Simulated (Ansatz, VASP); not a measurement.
## ZnS in VASP and in Ansatz

INCAR

```
PREC = Accurate
ENCUT = 520
EDIFF = 1E-6
ISMEAR = -1
SIGMA = 0.03
LREAL = F
LASPH = T
NELM = 100
ALGO = Normal
ISIF = 2
LWAVE = F
LCHARG = T
GGA = PS
LELF = T
LVHAR = T
NBANDS = 26
```

File KPOINTS:

```
Automatic mesh
0
Gamma
  8 8 5
```

Contents of POSCAR:

```
ZnS
1.0
    3.8109987816      0.0000000000      0.0000000000
   -1.9054993908      3.3004217586      0.0000000000
    0.0000000000      0.0000000000      6.2963400000
Zn S
2 2
Direct
    0.3333333333      0.6666666667      0.0000000000
    0.6666666667      0.3333333333      0.5000000000
    0.3333333333      0.6666666667      0.3850000000
    0.6666666667      0.3333333333      0.8850000000
```

Input for Ansatz:

```yaml
crystal:
  lattice:
    - [3.8109987816, 0.0, 0.0]
    - [-1.9054993908, 3.3004217586, 0.0]
    - [0.0, 0.0, 6.29634]
  atoms:
    - { symbol: Zn, position: [0.3333333333, 0.6666666667, 0.0] }
    - { symbol: Zn, position: [0.6666666667, 0.3333333333, 0.5] }
    - { symbol: S, position: [0.3333333333, 0.6666666667, 0.385] }
    - { symbol: S, position: [0.6666666667, 0.3333333333, 0.885] }
kpoints:
  mp_grid: { grid: [8, 8, 5] }
  band_path:
    path:
      - [0.0, 0.0, 0.0]
      - [0.5, 0.0, 0.0]
      - [0.3333333333, 0.3333333333, 0.0]
      - [0.0, 0.0, 0.0]
      - [0.0, 0.0, 0.5]
      - [0.5, 0.0, 0.5]
      - [0.3333333333, 0.3333333333, 0.5]
      - [0.0, 0.0, 0.5]
      - [0.5, 0.0, 0.5]
    npoints: 5
scf:
  occupations: { method: fermi_dirac, width: 0.03 }
hamiltonian:
  xc: pbesol
  pseudopotentials: { kind: all_electron, lapw: { basis_error: 0.001 } }
output:
  forces: true
  stress: true
  eigenvalues: true
```

Change from the starting cell: zz strain of +1 %.

Alike in both runs: task single point; functional PBEsol; k mesh 8 × 8 × 5; occupations fermi-dirac, width 0.03 eV; no spin polarisation.

```csv
,VASP,Ansatz
version,VASP 6.6.1,Ansatz 0.2.0
potentials or method,"VASP PAW PBE potentials, release 64 (Zn, S), cutoff 520 eV","all-electron LAPW, scalar-relativistic"
```

|  | VASP | Ansatz | Ansatz less VASP |
| --- | --- | --- | --- |
| gap on the k mesh at the Fermi level (eV) | 2.07 | 2.07 | -0.001 |
| pressure (GPa) | -1.7 | -1.9 | -0.17 |
| traceless stress, the component that is largest in VASP (GPa) | -1.92 | -1.90 | +0.025 |
| rms of the force components (eV/Å) | 0.194 | 0.192 | -0.0020 |

VASP's potentials were made for PBE, not for PBEsol. Atom by atom the forces differ by 0.002 eV/Å (rms over components). Ansatz ran all-electron here, and VASP with PAW potentials.
